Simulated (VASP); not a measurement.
A run of VASP 6.6.1 is set up as follows.

INCAR

```
SYSTEM = LiTaO2
PREC     = Accurate       ! precision mode
ENCUT    = 520            ! plane-wave cutoff, eV
EDIFF    = 1E-7           ! SCF threshold, eV
ISMEAR   = 0              ! smearing method
SIGMA    = 0.1            ! smearing width, eV
LREAL    = .False.        ! projectors in reciprocal space
LASPH    = .True.         ! aspherical terms in the spheres
NELM     = 60             ! most SCF steps
ALGO     = Normal         ! electronic algorithm
ISIF     = 2              ! what is computed and relaxed
LWAVE    = .False.        ! write WAVECAR
LCHARG   = .False.        ! write CHGCAR
GGA      = PE             ! functional
NBANDS   = 21             ! bands
```

File KPOINTS:

```
Automatic mesh
0
Gamma
  16 16 8
  0 0 0
```

Contents of POSCAR:

```
LiTaO2
1.0
    3.0552601330      0.0000000000      0.0000000000
    0.0000000000      3.0879088328      0.0000000000
    0.0000000000      0.0000000000      5.3433026818
Li Ta O
1 1 2
Direct
    0.5000000000      0.5000000000      0.5000000000
    0.0000000000      0.0000000000      0.0000000000
    0.0000000000      0.5000000000      0.2426922340
    0.0000000000      0.5000000000      0.7573077660
```

Potentials or basis: VASP PAW PBE potentials, release 64 (Li_sv, Ta_pv, O).

The run is started by

```sh
$ cat potpaw_PBE.64/Li_sv/POTCAR potpaw_PBE.64/Ta_pv/POTCAR potpaw_PBE.64/O/POTCAR > POTCAR
$ mpirun -np 1 vasp_std > vasp.out
```

Problem. Predict the largest force.

Solution. 0.068 eV/Å.

Problem. Estimate the band gap on the k mesh.

Solution. Zero (bands 13 and 14 overlap by 0.95 eV).

Forces on the atoms (eV/Å):
```
Li   0.000  0.000  0.000
Ta   0.000  0.000  0.000
O    0.000  0.000  0.068
O    0.000  0.000 -0.068
```

Caveat: spin-orbit coupling is left out, which moves the levels of the heavy elements.
